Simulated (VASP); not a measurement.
BiB (rocksalt type), 2 atoms in the cell. It takes space group Fm-3m (No. 225, cubic). The conventional cell has a = 5.276 Å, b = 5.276 Å, c = 5.276 Å, α = 90.00°, β = 90.00°, γ = 90.00°. Within 3.5 Å of B (site symmetry m-3m) lie 6 Bi at 2.64 Å. Within 3.5 Å of Bi (site symmetry m-3m) lie 6 B at 2.64 Å. 

```yaml
Program: VASP 6.6.1
Task: single point
Functional: PBEsol
Potentials_or_basis: VASP PAW PBE potentials, release 64 (B, Bi_d)
Cutoff: 520 eV
k_mesh: 12 × 12 × 12
Occupations: fermi-dirac, width 0.05 eV
Spin: no spin polarisation
Dipole_correction: no
Further_INCAR_settings: ALGO = Normal; EDIFF = 1e-07; NBANDS = 16
```

Potentials or basis: VASP PAW PBE potentials, release 64 (B, Bi_d).

Run with:

```bash
$ cat potpaw_PBE.64/B/POTCAR potpaw_PBE.64/Bi_d/POTCAR > POTCAR
$ mpirun -np 1 vasp_std > vasp.out
```

Hardware: 1 thread of Intel(R) Xeon(R) Platinum 8488C (Sapphire Rapids) (shared host).

**Question.** Estimate the wall time of this run.

**Answer.** Run time: 21 s on 1 thread of Intel(R) Xeon(R) Platinum 8488C (Sapphire Rapids), on a shared host, peak memory 0.17 GiB. Counts: scf iterations 13, k points 72.
